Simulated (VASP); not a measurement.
Here is a VASP 6.6.1 calculation.

Contents of INCAR:

```
SYSTEM = In3Se
PREC     = Accurate       ! precision mode
ENCUT    = 520            ! plane-wave cutoff, eV
EDIFF    = 1E-6           ! SCF threshold, eV
ISMEAR   = 0              ! smearing method
SIGMA    = 0.15           ! smearing width, eV
LREAL    = .FALSE.        ! projectors in reciprocal space
LASPH    = .TRUE.         ! aspherical terms in the spheres
NELM     = 60             ! most SCF steps
ALGO     = Normal         ! electronic algorithm
ISIF     = 2              ! what is computed and relaxed
LWAVE    = .FALSE.        ! write WAVECAR
LCHARG   = .FALSE.        ! write CHGCAR
GGA      = PE             ! functional
NBANDS   = 30             ! bands
```

The input KPOINTS:

```
Automatic mesh
0
G
  10 10 10
  0 0 0
```

The input POSCAR:

```
In3Se
1.0
    4.6467292756      0.0000000000      0.0000000000
    0.0000000000      4.6467292756      0.0000000000
    0.0000000000      0.0000000000      4.7904425522
In Se
3 1
Direct
    0.0000000000      0.5000000000      0.5000000000
    0.5000000000      0.0000000000      0.5000000000
    0.5000000000      0.5000000000      0.0000000000
    0.0000000000      0.0000000000      0.0000000000
```

Potentials or basis: VASP PAW PBE potentials, release 64 (In_d, Se).

Launch:

```bash
$ cat potpaw_PBE.64/In_d/POTCAR potpaw_PBE.64/Se/POTCAR > POTCAR
$ mpirun -np 1 vasp_std > vasp.out
```

Question: Predict the pressure.

Answer: 2.3 GPa.

Stress tensor (GPa, compression positive):
```
2.35 0.00 0.00
0.00 2.35 0.00
0.00 0.00 2.25
```

Caveat: the cell differs from its parent crystal (strain -0.030 along x and y, +0.000 along z).
